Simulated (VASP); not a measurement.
# Zr in VASP: notebook, part 2 of 3

VASP 6.6.1. Earlier steps stand in the parts before.

### 4 Electric field gradients, PBE (equal xx and yy strain of -1 %)

INCAR

```
PREC     = Accurate       # precision mode
ENCUT    = 520            # plane-wave cutoff, eV
EDIFF    = 1E-8           # SCF threshold, eV
ISMEAR   = -1             # smearing method
SIGMA    = 0.08           # smearing width, eV
LREAL    = F              # projectors in reciprocal space
LASPH    = T              # aspherical terms in the spheres
NELM     = 80             # most SCF steps
ALGO     = Normal         # electronic algorithm
ISIF     = 2              # what is computed and relaxed
LWAVE    = F              # write WAVECAR
LCHARG   = F              # write CHGCAR
GGA      = PE             # functional
LEFG     = T            
NBANDS   = 12             # bands
```

KPOINTS

```
regular mesh
0
Gamma
  14 14 14
```

POSCAR

```
Zr
1.0
   -1.7919000000      1.7919000000      1.8100000000
    1.7919000000     -1.7919000000      1.8100000000
    1.7919000000      1.7919000000     -1.8100000000
Zr
1
Direct
    0.0000000000      0.0000000000      0.0000000000
```

Potentials or basis: VASP PAW PBE potentials, release 64 (Zr_sv).

Started as:

```sh
> cat potpaw_PBE.64/Zr_sv/POTCAR > POTCAR
> mpirun -np 1 vasp_std > vasp.out
```

OUTCAR:

```text
PREC = Accurate
   ENCUT = 520
   EDIFF = 1E-8
   ISMEAR = -1
   LREAL = F
   LASPH = T
   NELM = 80
   ISIF = 2
   GGA = PE

 ion  position               nearest neighbor table
   1  0.000  0.000  0.000-

  LATTYP: Found a body centered tetragonal cell.
 ALAT       =     3.5838000000
 C/A-ratio  =     1.0101010101

  Lattice vectors:

 A1 = (  -1.7919000000,   1.7919000000,   1.8100000000)
 A2 = (   1.7919000000,  -1.7919000000,   1.8100000000)
 A3 = (   1.7919000000,   1.7919000000,  -1.8100000000)

Analysis of symmetry for initial positions (statically):
=====================================================================
 Subroutine PRICEL returns:
 Original cell was already a primitive cell.

 Routine SETGRP: Setting up the symmetry group for a
 body centered tetragonal supercell.

 Subroutine GETGRP returns: Found 16 space group operations
 (whereof 16 operations were pure point group operations)
 out of a pool of 16 trial point group operations.

The static configuration has the point symmetry D_4h.

Analysis of symmetry for dynamics (positions and initial velocities):
=====================================================================
 Subroutine PRICEL returns:
 Original cell was already a primitive cell.

 Routine SETGRP: Setting up the symmetry group for a
 body centered tetragonal supercell.

 Subroutine GETGRP returns: Found 16 space group operations
 (whereof 16 operations were pure point group operations)
 out of a pool of 16 trial point group operations.

The dynamic configuration has the point symmetry D_4h.

 Subroutine INISYM returns: Found 16 space group operations
 (whereof 16 operations are pure point group operations),
[... 153 lines left out ...]
      4     -17.2739      2.00000
      5       3.3570      2.00000
      6       9.8203      0.00000
      7       9.8203      0.00000
      8       9.9178      0.00000
      9      12.2591      0.00000
     10      12.3907      0.00000
     11      21.0208      0.00000
     12      21.1723      0.00000
[... 331 lines left out ...]
 k-point    24 :       0.2857    0.1429   -0.0000
  band No.  band energies     occupation
      1     -39.6304      2.00000
      2     -18.0537      2.00000
      3     -17.5674      2.00000
      4     -17.3361      2.00000
      5       6.3207      2.00000
      6       8.3267      1.98687
      7       8.8860      0.24452
      8      11.9097      0.00000
      9      12.8977      0.00000
     10      14.2087      0.00000
     11      19.7753      0.00000
     12      20.9808      0.00000

 [... further k-points ...]
[... 5 lines left out ...]
  --------------------------------------------------------------------------------------
  -------------------------------------------------------------------------------------
  Total       -0.2097972     -0.2097972     -0.1950794      0.0000000     -0.0000000      0.0000000
  in kB      -14.4591969    -14.4591969    -13.4448502      0.0000000     -0.0000000      0.0000000
  external PRESSURE =     -14.1210814 kB  Pullay stress =       0.0000000 kB

 VOLUME and BASIS-vectors are now :
 -----------------------------------------------------------------------------
  energy-cutoff  :      520.00
  volume of cell :       23.25
      direct lattice vectors                 reciprocal lattice vectors
    -1.791900000  1.791900000  1.810000000     0.000000000  0.279033428  0.276243094
     1.791900000 -1.791900000  1.810000000     0.279033428  0.000000000  0.276243094
     1.791900000  1.791900000 -1.810000000     0.279033428  0.279033428  0.000000000

 POSITION                                       TOTAL-FORCE (eV/Angst)
 -----------------------------------------------------------------------------------
      0.00000      0.00000      0.00000         0.000000     -0.000000      0.000000
 -----------------------------------------------------------------------------------
    total drift:                                0.000000      0.000000     -0.000000

  FREE ENERGIE OF THE ION-ELECTRON SYSTEM (eV)
  ---------------------------------------------------
  free  energy   TOTEN  =        -8.4537516010 eV

  energy  without entropy=       -8.4141375959  energy(sigma->0) =       -8.43394460

 Electric field gradients (V/A^2)
---------------------------------------------------------------------
 ion       V_xx      V_yy      V_zz      V_xy      V_xz      V_yz
---------------------------------------------------------------------
   1       0.316     0.316    -0.633    -0.000    -0.000    -0.000
---------------------------------------------------------------------

 Electric field gradients after diagonalization (V/A^2)
 (convention: |V_zz| > |V_xx| > |V_yy|)
----------------------------------------------------------------------
 ion       V_xx      V_yy      V_zz     asymmetry (V_yy - V_xx)/ V_zz
----------------------------------------------------------------------
   1       0.317     0.316    -0.633       0.000
----------------------------------------------------------------------

           NMR quadrupolar parameters

 Cq : quadrupolar parameter    Cq=e*Q*V_zz/h
 eta: asymmetry parameters     (V_yy - V_xx)/ V_zz
 Q  : nuclear electric quadrupole moment in mb (millibarn)
----------------------------------------------------------------------
 ion       Cq(MHz)       eta       Q (mb)
----------------------------------------------------------------------
   1      -0.002       0.000       1.000
----------------------------------------------------------------------
```

OSZICAR:

```text
N       E                     dE             d eps       ncg     rms          rms(c)
DAV:   1     0.872528047345E+02    0.87253E+02   -0.68771E+03  5872   0.995E+02
DAV:   2    -0.570285477774E+01   -0.92956E+02   -0.90486E+02  6784   0.270E+02
DAV:   3    -0.871497660758E+01   -0.30121E+01   -0.29656E+01  8780   0.411E+01
DAV:   4    -0.878300888655E+01   -0.68032E-01   -0.67995E-01  6856   0.580E+00
DAV:   5    -0.878453891046E+01   -0.15300E-02   -0.15300E-02  8372   0.636E-01    0.101E+01
DAV:   6    -0.850170590553E+01    0.28283E+00   -0.37152E-01  6368   0.562E+00    0.403E+00
DAV:   7    -0.845089750147E+01    0.50808E-01   -0.18804E-01  7224   0.381E+00    0.664E-01
DAV:   8    -0.845375561327E+01   -0.28581E-02   -0.11200E-02  6860   0.121E+00    0.964E-02
DAV:   9    -0.845376112020E+01   -0.55069E-05   -0.41638E-04  7752   0.176E-01    0.242E-02
DAV:  10    -0.845375453688E+01    0.65833E-05   -0.17500E-05  6764   0.437E-02    0.815E-03
DAV:  11    -0.845375169756E+01    0.28393E-05   -0.15792E-06  8572   0.119E-02    0.239E-03
DAV:  12    -0.845375159510E+01    0.10246E-06   -0.28844E-08  7032   0.192E-03    0.581E-04
DAV:  13    -0.845375160099E+01   -0.58865E-08   -0.18718E-09  3896   0.579E-04
   1 F= -.84537516E+01 E0= -.84339446E+01  d E =-.396140E-01
```

Wall time 60 s (1 thread of Intel Xeon 8259CL, shared host); peak memory 0.19 GiB.

Results:

* Free energy: -8.4538 eV
* Pressure: -1.4 GPa
* Band gap on the k mesh: zero (bands 6 and 7 overlap by 1.71 eV)
* Largest electric field gradient by atom: Zr -0.6 V/Å²

Electric field gradients, principal values (V/Å²):
```csv
atom,least,middle,greatest (by size)
1 Zr,0.316,0.317,-0.633
```

Caveat: the cell differs from its parent crystal (equal xx and yy strain of -1 %); without QUAD_EFG the Cq values of the log hold for a quadrupole moment of 1 mb, not for the nuclei.

### 5 Electric field gradients, PBE (zz strain of +1 %)

INCAR

```
SYSTEM = Zr
PREC     = Accurate       ! precision mode
ENCUT    = 520            ! plane-wave cutoff, eV
EDIFF    = 1E-8           ! SCF threshold, eV
ISMEAR   = -1             ! smearing method
SIGMA    = 0.08           ! smearing width, eV
LREAL    = .False.        ! projectors in reciprocal space
LASPH    = .True.         ! aspherical terms in the spheres
NELM     = 80             ! most SCF steps
ALGO     = Normal         ! electronic algorithm
ISIF     = 2              ! what is computed and relaxed
LWAVE    = .False.        ! write WAVECAR
LCHARG   = .False.        ! write CHGCAR
GGA      = PE             ! functional
LEFG     = .True.       
NBANDS   = 12             ! bands
```

KPOINTS

```
regular mesh
0
Gamma
  14 14 14
  0 0 0
```

POSCAR

```
Zr
1.0
   -1.8100000000      1.8100000000      1.8281000000
    1.8100000000     -1.8100000000      1.8281000000
    1.8100000000      1.8100000000     -1.8281000000
Zr
1
Direct
    0.0000000000      0.0000000000      0.0000000000
```

Potentials or basis: VASP PAW PBE potentials, release 64 (Zr_sv).

Started as:

```sh
> cat potpaw_PBE.64/Zr_sv/POTCAR > POTCAR
> mpirun -np 1 vasp_std > vasp.out
```

OUTCAR:

```text
SYSTEM = Zr
   PREC = Accurate
   ENCUT = 520
   EDIFF = 1E-8
   ISMEAR = -1
   LREAL = .False.
   LASPH = .True.
   NELM = 80
   ISIF = 2
   GGA = PE

 ion  position               nearest neighbor table
   1  0.000  0.000  0.000-

  LATTYP: Found a body centered tetragonal cell.
 ALAT       =     3.6200000000
 C/A-ratio  =     1.0100000000

  Lattice vectors:

 A1 = (  -1.8100000000,   1.8100000000,   1.8281000000)
 A2 = (   1.8100000000,  -1.8100000000,   1.8281000000)
 A3 = (   1.8100000000,   1.8100000000,  -1.8281000000)

Analysis of symmetry for initial positions (statically):
=====================================================================
 Subroutine PRICEL returns:
 Original cell was already a primitive cell.

 Routine SETGRP: Setting up the symmetry group for a
 body centered tetragonal supercell.

 Subroutine GETGRP returns: Found 16 space group operations
 (whereof 16 operations were pure point group operations)
 out of a pool of 16 trial point group operations.

The static configuration has the point symmetry D_4h.

Analysis of symmetry for dynamics (positions and initial velocities):
=====================================================================
 Subroutine PRICEL returns:
 Original cell was already a primitive cell.

 Routine SETGRP: Setting up the symmetry group for a
 body centered tetragonal supercell.

 Subroutine GETGRP returns: Found 16 space group operations
 (whereof 16 operations were pure point group operations)
 out of a pool of 16 trial point group operations.

The dynamic configuration has the point symmetry D_4h.

 Subroutine INISYM returns: Found 16 space group operations
 (whereof 16 operations are pure point group operations),
 and found     1 'primitive' translations

----------------------------------------------------------------------------------------

                                     Primitive cell

  volume of cell :      23.9562

  direct lattice vectors                    reciprocal lattice vectors
    -1.810000000  1.810000000  1.828100000     0.000000000  0.276243094  0.273508014
     1.810000000 -1.810000000  1.828100000     0.276243094  0.000000000  0.273508014
     1.810000000  1.810000000 -1.828100000     0.276243094  0.276243094  0.000000000

  length of vectors
     3.145496719  3.145496719  3.145496719     0.388737547  0.388737547  0.390666730

  position of ions in fractional coordinates (direct lattice)
     0.000000000  0.000000000  0.000000000

  ion indices of the primitive-cell ions
   primitive index   ion index
                 1           1

----------------------------------------------------------------------------------------

 KPOINTS: regular mesh

Automatic generation of k-mesh.
 Grid dimensions read from file:
 generate k-points for:   14   14   14

 Generating k-lattice:

  Cartesian coordinates                     Fractional coordinates (reciprocal lattice)
     0.000000000  0.019731650  0.019536287     0.071428571 -0.000000000  0.000000000
     0.019731650  0.000000000  0.019536287    -0.000000000  0.071428571  0.000000000
     0.019731650  0.019731650  0.000000000     0.000000000  0.000000000  0.071428571

  Length of vectors
[... 66 lines left out ...]
   NELECT =      12.0000    total number of electrons
   NUPDOWN=      -1.0000    fix difference up-down
   EMIN   =  10.00;   EMAX   =-10.00  energy-range for DOS
   EFERMI =   0.00;   METHOD = LEGACY
   ISMEAR =    -1;   SIGMA  =   0.08  broadening in eV -4-tet -1-fermi 0-gaus
   EFERMI_NEDOS =   21; number of points for ismear=-14 and -15
   IALGO  =     38    algorithm
   IMIX   =      4    mixing-type and parameters
     AMIX     =   0.40;   BMIX     =  1.00
     AMIX_MAG =   1.60;   BMIX_MAG =  1.00
  volume/ion in A,a.u.               =      23.96       161.66
  Fermi-wavevector in a.u.,A,eV,Ry     =   1.300158  2.456943 22.999444  1.690411
  Thomas-Fermi vector in A             =   2.431375
   LORBIT       =      0    0 simple, 1 ext, 2 COOP (PROOUT), +10 PAW based schemes
   GGA     = PE    functional components
   LHFCALC =     F    Hartree Fock is set to
   AEXX    =    0.0000 exact exchange contribution
   IVDW    =     0    specifies the selected vdW correction
   LEPSILON=     F    determine dielectric tensor
   LRPA    =     F    only Hartree local field effects (RPA)
 non-spin polarized calculation
  energy-cutoff  :      520.00
  volume of cell :       23.96
 maximum number of plane-waves:       682
   NGX = 11   NGY = 11   NGZ = 11

 number of electron      12.0000000 magnetization

 Free energy of the ion-electron system (eV)
  ---------------------------------------------------
  ext. energy  EPLUGINS =         0.00000000
  ---------------------------------------------------
  free energy    TOTEN  =        -8.44245192 eV

  energy without entropy =       -8.40061318  energy(sigma->0) =       -8.42153255

 E-fermi :   8.4009     XC(G=0): -10.9480

 val. band max:        8.3984454996   @ k =   0.2143   0.0714   0.0714
 cond. band min:       8.4075815864   @ k =  -0.4286  -0.4286   0.1429
 fundamental gap:      0.0091360867
 Fermi energy:         8.4009432584

 k-point     1 :       0.0000    0.0000    0.0000
  band No.  band energies     occupation
      1     -40.1548      2.00000
      2     -17.7067      2.00000
      3     -17.7060      2.00000
      4     -17.7060      2.00000
      5       3.0810      2.00000
      6       9.4772      0.00000
      7       9.4772      0.00000
      8       9.5703      0.00000
      9      11.8377      0.00000
     10      11.9626      0.00000
     11      20.5961      0.00000
     12      20.7431      0.00000
[... 331 lines left out ...]
 k-point    24 :       0.2857    0.1429   -0.0000
  band No.  band energies     occupation
      1     -40.0382      2.00000
      2     -18.4135      2.00000
      3     -17.9730      2.00000
      4     -17.7621      2.00000
      5       6.0206      2.00000
      6       8.0332      1.98002
      7       8.5377      0.30637
      8      11.4961      0.00000
      9      12.4382      0.00000
     10      13.6940      0.00000
     11      19.1684      0.00000
     12      20.3704      0.00000

 [... further k-points ...]
[... 5 lines left out ...]
  --------------------------------------------------------------------------------------
  -------------------------------------------------------------------------------------
  Total       -0.5697826     -0.5697826     -0.5537157      0.0000000      0.0000000      0.0000000
  in kB      -38.1068200    -38.1068200    -37.0322712      0.0000000      0.0000000      0.0000000
  external PRESSURE =     -37.7486371 kB  Pullay stress =       0.0000000 kB

 VOLUME and BASIS-vectors are now :
 -----------------------------------------------------------------------------
  energy-cutoff  :      520.00
  volume of cell :       23.96
      direct lattice vectors                 reciprocal lattice vectors
    -1.810000000  1.810000000  1.828100000     0.000000000  0.276243094  0.273508014
     1.810000000 -1.810000000  1.828100000     0.276243094  0.000000000  0.273508014
     1.810000000  1.810000000 -1.828100000     0.276243094  0.276243094  0.000000000

 POSITION                                       TOTAL-FORCE (eV/Angst)
 -----------------------------------------------------------------------------------
      0.00000      0.00000      0.00000         0.000000      0.000000      0.000000
 -----------------------------------------------------------------------------------
    total drift:                                0.000000      0.000000     -0.000000

  FREE ENERGIE OF THE ION-ELECTRON SYSTEM (eV)
  ---------------------------------------------------
  free  energy   TOTEN  =        -8.4424519168 eV

  energy  without entropy=       -8.4006131831  energy(sigma->0) =       -8.42153255

 Electric field gradients (V/A^2)
---------------------------------------------------------------------
 ion       V_xx      V_yy      V_zz      V_xy      V_xz      V_yz
---------------------------------------------------------------------
   1       0.240     0.240    -0.480    -0.000    -0.000    -0.000
---------------------------------------------------------------------

 Electric field gradients after diagonalization (V/A^2)
 (convention: |V_zz| > |V_xx| > |V_yy|)
----------------------------------------------------------------------
 ion       V_xx      V_yy      V_zz     asymmetry (V_yy - V_xx)/ V_zz
----------------------------------------------------------------------
   1       0.240     0.240    -0.480       0.000
----------------------------------------------------------------------

           NMR quadrupolar parameters

 Cq : quadrupolar parameter    Cq=e*Q*V_zz/h
 eta: asymmetry parameters     (V_yy - V_xx)/ V_zz
 Q  : nuclear electric quadrupole moment in mb (millibarn)
----------------------------------------------------------------------
 ion       Cq(MHz)       eta       Q (mb)
----------------------------------------------------------------------
   1      -0.001       0.000       1.000
----------------------------------------------------------------------
```

Run time: 60 s. Hardware: 1 thread of Intel Xeon 8259CL, shared host; peak memory 0.19 GiB.

What came out:

```yaml
Free_energy: -8.4425 eV
Pressure: -3.8 GPa
Band_gap_on_the_k_mesh: zero (bands 6 and 7 overlap by 1.68 eV)
Largest_electric_field_gradient_by_atom: Zr -0.5 V/Å²
```

Electric field gradients, principal values (V/Å²):
```
atom  least  middle  greatest (by size)
1 Zr  0.240   0.240              -0.480
```

Caveat: the cell differs from its parent crystal (zz strain of +1 %); the cell stands under tension; without QUAD_EFG the Cq values of the log hold for a quadrupole moment of 1 mb, not for the nuclei.

(Part 2 of 3 ends here.)
